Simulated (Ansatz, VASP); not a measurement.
**Two plane-wave programs on ZnS**

```
Zn S
1.0
     0.00000    2.64840    2.64840
     2.64840    0.00000    2.64840
     2.64840    2.64840    0.00000
Zn S
1 1
Direct
  0.25000 0.25000 0.25000
  0.00000 0.00000 0.00000
```

Alike in both runs: functional LDA; k mesh 10 × 10 × 10; no spin polarisation.

Ansatz relaxed the structure, and its values are those at the end. VASP's run is a single point on that final structure, the one shown.

|  | VASP | Ansatz |
| --- | --- | --- |
| version | VASP 6.6.1 | Ansatz 0.2.0 |
| potentials or method | VASP PAW LDA potentials, release 64 (Zn, S), cutoff 500 eV | scalar-relativistic, plane waves, PAW |
| occupations | gaussian, width 0.01 eV | fixed |
| valence electrons in the cell | 18 | 18 |

```tsv
	VASP	Ansatz	Ansatz less VASP
gap on the k mesh at the Fermi level (eV)	2.16	2.13	-0.035
least direct gap on the mesh (eV)	2.16	2.13	-0.035
pressure (GPa)	0.2	0.0	-0.23
```

LDA's correlation is that of Perdew and Zunger in VASP and of Perdew and Wang (1992) in Ansatz.
